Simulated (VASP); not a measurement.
# Al32O (a cell with a defect) in VASP: single point with PBE

Aim: the single point of Al32O (a cell with a defect) with PBE.

Program: VASP 6.6.1. These are calculated values, not measurements. Logs are shortened: lines on timing, memory, paths and dates and some standing lists are left out, and cuts for length are marked.

## Step 1: The cell of the first run

The cell holds a defect, 33 atoms: a = 8.100 Å, b = 8.100 Å, c = 8.100 Å, α = 90.00°, β = 90.00°, γ = 90.00°.

## Step 2: Single point, PBE

The input, INCAR:

```
SYSTEM = Al32O
PREC = Accurate ; ENCUT = 520
EDIFF = 1E-6 ; ISMEAR = -1
SIGMA = 0.05 ; LREAL = Auto
LASPH = .True. ; NELM = 60
ALGO = Normal ; ISIF = 2
LWAVE = .False. ; LCHARG = .False.
GGA = PE ; NBANDS = 73
```

The input, KPOINTS:

```
regular mesh
0
Gamma
  3 3 3
  0 0 0
```

The input, POSCAR:

```
Al32O
1.0
    8.1000000000      0.0000000000      0.0000000000
    0.0000000000      8.1000000000      0.0000000000
    0.0000000000      0.0000000000      8.1000000000
Al O
32 1
Direct
    0.4971111562      0.0027210264      0.0065850351
    0.7492480771      0.2533737029      0.0067092944
    0.7492667561      0.0037652788      0.2507071995
   -0.0067939533      0.0037710248      0.0067060763
    0.2453654018      0.2544532242      0.0065485063
    0.4960391361      0.5066041693      0.0067302407
    0.7475985421      0.7522385830      0.0050477561
    0.2453875547      0.0027249598      0.2508372617
    0.4971050849      0.2544796310      0.2508842141
    0.7476157515      0.5049574783      0.2523357416
    0.5065292016     -0.0067281852      0.4934092691
    0.7490468825      0.2544611108      0.5028150626
    0.7490666696      0.0026935890      0.7545510255
   -0.0051231801      0.5049284069      0.0050530533
    0.2463677482      0.7505446698      0.0067126348
   -0.0067774804      0.2533978950      0.2506783294
    0.2463729836      0.5066196557      0.2506830772
    0.4960791472      0.7506082502      0.2507123549
   -0.0066304031      0.0027313918      0.5028394706
    0.2359043119      0.2639316041      0.4933342861
    0.4970948655      0.5065003121      0.5028472046
    0.7492659760      0.7506039710      0.5038703209
    0.2359143388     -0.0067761037      0.7640404721
    0.5065866396      0.2639239288      0.7640359807
    0.7492486604      0.5066069398      0.7535033366
   -0.0051008178      0.7522610712      0.2523776791
   -0.0068022664      0.5065954688      0.5039140285
    0.2453661390      0.7507426479      0.5028630065
   -0.0066647219      0.2544184096      0.7545284952
    0.2453460465      0.5063792390      0.7545769743
    0.4970849528      0.7507660231      0.7545927567
   -0.0067667160      0.7505447046      0.7535345045
    0.3712113056      0.1286266714      0.6287270010
```

Potentials or basis: VASP PAW PBE potentials, release 64 (Al, O).

Launch:

```bash
$ cat potpaw_PBE.64/Al/POTCAR potpaw_PBE.64/O/POTCAR > POTCAR
$ mpirun -np 1 vasp_std > vasp.out
```

OUTCAR:

```text
SYSTEM = Al32O
   PREC = Accurate
   ENCUT = 520
   EDIFF = 1E-6
   ISMEAR = -1
   LREAL = Auto
   LASPH = .True.
   NELM = 60
   ISIF = 2
   GGA = PE

 ion  position               nearest neighbor table
   1  0.497  0.003  0.007-   8 2.84   9 2.84  18 2.84   3 2.84   7 2.87   2 2.88  15 2.88   5 2.88
                            31 2.89  13 2.89  23 2.89  24 2.89
   2  0.749  0.253  0.007-  24 2.78  16 2.79   4 2.83   3 2.83  29 2.84   9 2.84  14 2.85  10 2.85
                             1 2.88  13 2.88  25 2.90   6 2.90
   3  0.749  0.004  0.251-  11 2.78   4 2.79  16 2.83   2 2.83  19 2.84   1 2.84  26 2.85   7 2.85
                            12 2.88   9 2.88  22 2.90  18 2.90
   4  0.993  0.004  0.007-  23 2.78   3 2.79   2 2.83  16 2.83  13 2.84   8 2.84   7 2.85  26 2.85
                            29 2.88   5 2.88  15 2.90  32 2.90
   5  0.245  0.254  0.007-   8 2.84   9 2.84  16 2.84  17 2.84  14 2.87   6 2.88   4 2.88   1 2.88
                            30 2.89  29 2.89  24 2.89  23 2.89
   6  0.496  0.507  0.007-  24 2.78  18 2.79  15 2.83  17 2.83   9 2.84  31 2.84  10 2.85   7 2.85
                             5 2.88  30 2.88  25 2.90   2 2.90
   7  0.748  0.752  0.005-  10 2.83  14 2.83  26 2.83   4 2.85  32 2.85  25 2.85  18 2.85   3 2.85
                             6 2.85  13 2.87  31 2.87   1 2.87
   8  0.245  0.003  0.251-   1 2.84   5 2.84  15 2.84   4 2.84  26 2.87  18 2.88  16 2.88   9 2.88
                            28 2.89  19 2.89  20 2.89  11 2.89
   9  0.497  0.254  0.251-   1 2.84   5 2.84   6 2.84   2 2.84  10 2.87  17 2.88   3 2.88   8 2.88
[... 32 lines left out ...]
                            21 2.88  12 2.88   6 2.90   2 2.90
  26  0.995  0.752  0.252-  10 2.83   7 2.83  14 2.83  17 2.85  22 2.85  15 2.85   3 2.85   4 2.85
                            27 2.85  19 2.87  28 2.87   8 2.87
  27  0.993  0.507  0.504-  20 2.78  22 2.79  25 2.83  32 2.83  12 2.84  28 2.84  10 2.85  26 2.85
                            29 2.88  30 2.88  17 2.90  16 2.90
  28  0.245  0.751  0.503-  21 2.84  30 2.84  17 2.84  27 2.84  26 2.87  32 2.88  18 2.88  31 2.88
                            19 2.89   8 2.89  23 2.89  11 2.89
  29  0.993  0.254  0.755-  13 2.84  12 2.84   2 2.84  25 2.84  14 2.87  27 2.88   4 2.88  19 2.88
                            30 2.89   5 2.89  20 2.89  23 2.89
  30  0.245  0.506  0.755-  28 2.84  31 2.84  32 2.84  15 2.84  14 2.87  27 2.88   6 2.88  21 2.88
                             5 2.89  29 2.89  20 2.89  24 2.89
  31  0.497  0.751  0.755-  21 2.84  30 2.84   6 2.84  25 2.84   7 2.87  15 2.88  22 2.88  28 2.88
                            13 2.89   1 2.89  23 2.89  11 2.89
  32  0.993  0.751  0.754-  23 2.78  25 2.79  27 2.83  22 2.83  30 2.84  13 2.84  14 2.85   7 2.85
                            28 2.88  19 2.88  15 2.90   4 2.90
  33  0.371  0.129  0.629-  24 1.90  11 1.90  20 1.90  23 1.90

  LATTYP: Found a simple cubic cell.
 ALAT       =     8.1000000000

  Lattice vectors:

 A1 = (   8.1000000000,   0.0000000000,   0.0000000000)
 A2 = (   0.0000000000,   8.1000000000,   0.0000000000)
 A3 = (   0.0000000000,   0.0000000000,   8.1000000000)

[... 190 lines left out ...]
   EMIN   =  10.00;   EMAX   =-10.00  energy-range for DOS
   EFERMI =   0.00;   METHOD = LEGACY
   ISMEAR =    -1;   SIGMA  =   0.05  broadening in eV -4-tet -1-fermi 0-gaus
   EFERMI_NEDOS =   21; number of points for ismear=-14 and -15
   IALGO  =     38    algorithm
   IMIX   =      4    mixing-type and parameters
     AMIX     =   0.40;   BMIX     =  1.00
     AMIX_MAG =   1.60;   BMIX_MAG =  1.00
  volume/ion in A,a.u.               =      16.10       108.68
  Fermi-wavevector in a.u.,A,eV,Ry     =   0.944329  1.784523 12.133087  0.891757
  Thomas-Fermi vector in A             =   2.072123
   LORBIT       =      0    0 simple, 1 ext, 2 COOP (PROOUT), +10 PAW based schemes
   GGA     = PE    functional components
   LHFCALC =     F    Hartree Fock is set to
   AEXX    =    0.0000 exact exchange contribution
   IVDW    =     0    specifies the selected vdW correction
   LEPSILON=     F    determine dielectric tensor
   LRPA    =     F    only Hartree local field effects (RPA)
 non-spin polarized calculation
  energy-cutoff  :      520.00
  volume of cell :      531.44
 maximum number of plane-waves:     14358
   NGX = 31   NGY = 31   NGZ = 31

 number of electron     102.0000013 magnetization

 Free energy of the ion-electron system (eV)
  ---------------------------------------------------
  ext. energy  EPLUGINS =         0.00000000
  ---------------------------------------------------
  free energy    TOTEN  =      -128.83437574 eV

  energy without entropy =     -128.76507965  energy(sigma->0) =     -128.79972770

 E-fermi :   7.9970     XC(G=0): -10.2356

 val. band max:        7.9739058875   @ k =   0.0000  -0.3333   0.3333
 cond. band min:       8.0643894357   @ k =   0.0000   0.3333   0.0000
 fundamental gap:      0.0904835483
 Fermi energy:         7.9970134998

 k-point     1 :       0.0000    0.0000    0.0000
  band No.  band energies     occupation
      1     -13.2756      2.00000
      2      -2.9601      2.00000
      3      -1.1277      2.00000
      4      -1.1275      2.00000
      5      -1.1274      2.00000
      6      -0.8573      2.00000
[... 913 lines left out ...]
     62       9.8354      0.00000
     63       9.8356      0.00000
 [bands above 63 left out]

------------------------ aborting loop because EDIFF is reached ----------------------------------------

  FORCE on cell =-STRESS in cart. coord.  units (eV):
  Direction    XX          YY          ZZ          XY          YZ          ZX
  --------------------------------------------------------------------------------------
  -------------------------------------------------------------------------------------
  Total        2.7868813      2.7851208      2.7826832      0.0074888     -0.0072655      0.0079818
  in kB        8.4018320      8.3965244      8.3891757      0.0225771     -0.0219039      0.0240634
  external PRESSURE =       8.3958440 kB  Pullay stress =       0.0000000 kB

 VOLUME and BASIS-vectors are now :
 -----------------------------------------------------------------------------
  energy-cutoff  :      520.00
  volume of cell :      531.44
      direct lattice vectors                 reciprocal lattice vectors
     8.100000000  0.000000000  0.000000000     0.123456790  0.000000000  0.000000000
     0.000000000  8.100000000  0.000000000     0.000000000  0.123456790  0.000000000
     0.000000000  0.000000000  8.100000000     0.000000000  0.000000000  0.123456790

 POSITION                                       TOTAL-FORCE (eV/Angst)
 -----------------------------------------------------------------------------------
      4.02660      0.02204      0.05334         0.000393     -0.001121     -0.001017
      6.06891      2.05233      0.05435         0.000609     -0.000390      0.001365
      6.06906      0.03050      2.03073        -0.000105      0.004521     -0.000940
      8.04497      0.03055      0.05432         0.000589     -0.002849      0.000289
      1.98746      2.06107      0.05304         0.001450     -0.001260     -0.001386
      4.01792      4.10349      0.05451         0.003372      0.000023      0.000312
[... 25 lines left out ...]
      8.04519      6.07941      6.10363        -0.000592     -0.000486     -0.001260
      3.00681      1.04188      5.09269         0.002645     -0.003769     -0.004415
 -----------------------------------------------------------------------------------
    total drift:                                0.016418     -0.018803     -0.012442

  FREE ENERGIE OF THE ION-ELECTRON SYSTEM (eV)
  ---------------------------------------------------
  free  energy   TOTEN  =      -128.8343757384 eV

  energy  without entropy=     -128.7650796546  energy(sigma->0) =     -128.79972770
```

OSZICAR:

```text
N       E                     dE             d eps       ncg     rms          rms(c)
[... 27 lines left out ...]
DAV:  28    -0.128834684225E+03    0.35011E-03   -0.28083E-04  2848   0.698E-02    0.146E-01
DAV:  29    -0.128834514292E+03    0.16993E-03   -0.46721E-04  2252   0.649E-02    0.960E-02
DAV:  30    -0.128834414549E+03    0.99743E-04   -0.18915E-04  2288   0.478E-02    0.542E-02
DAV:  31    -0.128834388791E+03    0.25757E-04   -0.11690E-04  2272   0.320E-02    0.301E-02
DAV:  32    -0.128834379668E+03    0.91235E-05   -0.26404E-05  2320   0.171E-02    0.176E-02
DAV:  33    -0.128834377023E+03    0.26452E-05   -0.14193E-05  2276   0.109E-02    0.890E-03
DAV:  34    -0.128834375677E+03    0.13457E-05   -0.53092E-06  2128   0.820E-03    0.244E-03
DAV:  35    -0.128834375738E+03   -0.61293E-07   -0.22873E-06  1724   0.419E-03
   1 F= -.12883438E+03 E0= -.12879973E+03  d E =-.692961E-01
```

stdout:

```text
POSCAR found type information on POSCAR AlO
 POSCAR found :  2 types and      33 ions
 scaLAPACK will be used
 LDA part: xc-table for (Slater+PW92), standard interpolation
 POSCAR, INCAR and KPOINTS ok, starting setup
 FFT: planning ... GRIDC
 FFT: planning ... GRID_SOFT
 FFT: planning ... GRID
 WAVECAR not read
 entering main loop
```

Run time: 15 min. Hardware: 1 thread of Intel Xeon Platinum 8488C (Sapphire Rapids), shared host; peak memory 0.67 GiB.

What came out:

```yaml
Free_energy: -128.8344 eV
Pressure: 0.8 GPa
Largest_force: 0.008 eV/Å
Band_gap_on_the_k_mesh: zero (band 51 reaches 8.13 eV, above the bottom of band 52 at 7.81 eV)
```

Forces in eV/Å, atoms in the order of the input:
```
Al   0.000 -0.001 -0.001
Al   0.001  0.000  0.001
Al   0.000  0.005 -0.001
Al   0.001 -0.003  0.000
Al   0.001 -0.001 -0.001
Al   0.003  0.000  0.000
Al   0.000  0.000 -0.001
Al  -0.001  0.002  0.000
Al  -0.002  0.001 -0.001
Al  -0.001 -0.001  0.000
Al  -0.001  0.001  0.000
Al   0.002  0.001  0.002
Al   0.001  0.002  0.001
Al  -0.003  0.000  0.000
Al   0.003 -0.001  0.001
Al  -0.001 -0.001 -0.001
Al   0.002  0.001  0.000
Al  -0.005 -0.001 -0.002
Al   0.002 -0.001  0.000
Al  -0.004  0.004  0.000
Al   0.000 -0.001 -0.001
Al   0.000 -0.001  0.004
Al  -0.005  0.000  0.005
Al   0.001  0.005  0.005
Al   0.001  0.000 -0.001
Al   0.001  0.000 -0.001
Al   0.000  0.000 -0.004
Al  -0.001  0.001  0.001
Al   0.003 -0.001  0.000
Al   0.002  0.000 -0.001
Al  -0.002 -0.001  0.000
Al  -0.001  0.000 -0.001
O    0.003 -0.004 -0.004
```
